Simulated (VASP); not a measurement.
Crystal: Zn4SeO3.

```
Zn Se O
1.0
     3.22986    0.00000    0.00000
    -1.61493    2.79714    0.00000
     0.00000    0.00000   10.57711
Zn Se O
4 1 3
Direct
  0.66667 0.33333 0.07996
  0.66667 0.33333 0.55597
  0.00000 0.00000 0.31644
  0.00000 0.00000 0.79518
  0.00000 0.00000 0.99853
  0.66667 0.33333 0.25949
  0.66667 0.33333 0.73801
  0.00000 0.00000 0.49822
```

```yaml
Program: VASP 6.6.1
Task: relaxation of cell and atoms
Functional: PBE
Potentials_or_basis: VASP PAW PBE potentials, release 64 (Zn, Se, O)
Cutoff: 600 eV
k_mesh: 4 × 4 × 1
Occupations: gaussian, width 0.15 eV
Spin: no spin polarisation
```

At the start: pressure 40.2 GPa; volume 11.94 Å³/atom.

Q: Where does the relaxation end?

A: Over 11 steps the energy falls by 416.5 meV/atom and the volume is 14.80 Å³/atom (+23.9 %); space group P3m1 (No. 156, to 0.05 Å).

Step by step:
| step | energy change (eV) | largest force (eV/Å) | pressure (GPa) | volume (Å³) |
| --- | --- | --- | --- | --- |
| 1 | 0.0000 | 5.1604 | 40.24 | 95.56 |
| 2 | -1.8201 | 1.7898 | -12.33 | 143.34 |
| 3 | -3.0374 | 1.3905 | -0.62 | 120.47 |
| 4 | -3.0382 | 1.4108 | -0.15 | 119.94 |
| 5 | -3.1693 | 0.7302 | -1.03 | 120.57 |
| 6 | -3.1795 | 0.9939 | -1.25 | 120.82 |
| 7 | -3.2681 | 0.4467 | -0.15 | 119.14 |
| 8 | -3.2955 | 0.5227 | 1.31 | 117.40 |
| 9 | -3.3240 | 0.2746 | -0.28 | 118.80 |
| 10 | -3.3241 | 0.2810 | -0.36 | 118.88 |
| 11 | -3.3316 | 0.0798 | 0.12 | 118.39 |

Final structure:
```xyz
8
Lattice="3.4623 0.0000 0.0000 -1.7311 2.9984 0.0000 0.0000 0.0000 11.4038" Properties=species:S:1:pos:R:3 pbc="T T T"
Zn    1.7311    0.9995    1.1742
Zn    1.7311    0.9995    6.2546
Zn    0.0000    0.0000    3.7177
Zn   -1.7311    2.9984    8.7862
Se    1.7311    2.9984   11.3003
O     1.7311    0.9995    3.1582
O     1.7311    0.9995    8.2639
O     0.0000    0.0000    5.7178
```

Caveat: the k points lie up to 0.55 Å⁻¹ apart in the final cell; the volume moved by over 15 % at a fixed basis, so the end points are rough; the relaxation stopped at a loose force limit of 0.08 eV/Å, so its end isn't a converged minimum.
